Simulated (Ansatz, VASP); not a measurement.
TePb in VASP and in Ansatz

Contents of INCAR:

```
PREC = Accurate
ENCUT = 520
EDIFF = 1E-7
ISMEAR = -1
SIGMA = 0.03
LREAL = F
LASPH = T
NELM = 100
ALGO = Normal
ISIF = 2
LWAVE = F
LCHARG = T
LELF = T
LVHAR = T
NBANDS = 17
```

The input KPOINTS:

```
Automatic mesh
0
Gamma
  10 10 10
```

File POSCAR:

```
TePb
1.0
    0.0000000000      3.2694653961      3.2694653961
    3.2694653961      0.0000000000      3.2694653961
    3.2694653961      3.2694653961      0.0000000000
Te Pb
1 1
Direct
    0.5000000000      0.5000000000      0.5000000000
    0.0000000000      0.0000000000      0.0000000000
```

Input for Ansatz:

```yaml
crystal:
  lattice:
    - [0.0, 3.2694653961, 3.2694653961]
    - [3.2694653961, 0.0, 3.2694653961]
    - [3.2694653961, 3.2694653961, 0.0]
  atoms:
    - { symbol: Te, position: [0.5, 0.5, 0.5] }
    - { symbol: Pb, position: [0.0, 0.0, 0.0] }
kpoints:
  mp_grid: { grid: [10, 10, 10] }
scf:
  occupations: { method: fermi_dirac, width: 0.03 }
hamiltonian:
  xc: lda
  pseudopotentials: { kind: all_electron, lapw: { basis_error: 0.0005 } }
output:
  forces: true
  stress: true
  eigenvalues: true
```

Change from the starting cell: functional lda, volume scaled by 1.04.

Alike in both runs: task single point; functional LDA; k mesh 10 × 10 × 10; occupations fermi-dirac, width 0.03 eV; no spin polarisation.

|  | VASP | Ansatz |
| --- | --- | --- |
| version | VASP 6.6.1 | Ansatz 0.2.0 |
| potentials or method | VASP PAW LDA potentials, release 64 (Te, Pb_d), cutoff 520 eV | all-electron LAPW, scalar-relativistic |

```tsv
	VASP	Ansatz	Ansatz less VASP
pressure (GPa)	-3.0	-3.0	-0.04
```

LDA's correlation is that of Perdew and Zunger in VASP and of Perdew and Wang (1992) in Ansatz. Ansatz ran all-electron here, and VASP with PAW potentials.

Neither program's run includes spin-orbit coupling.
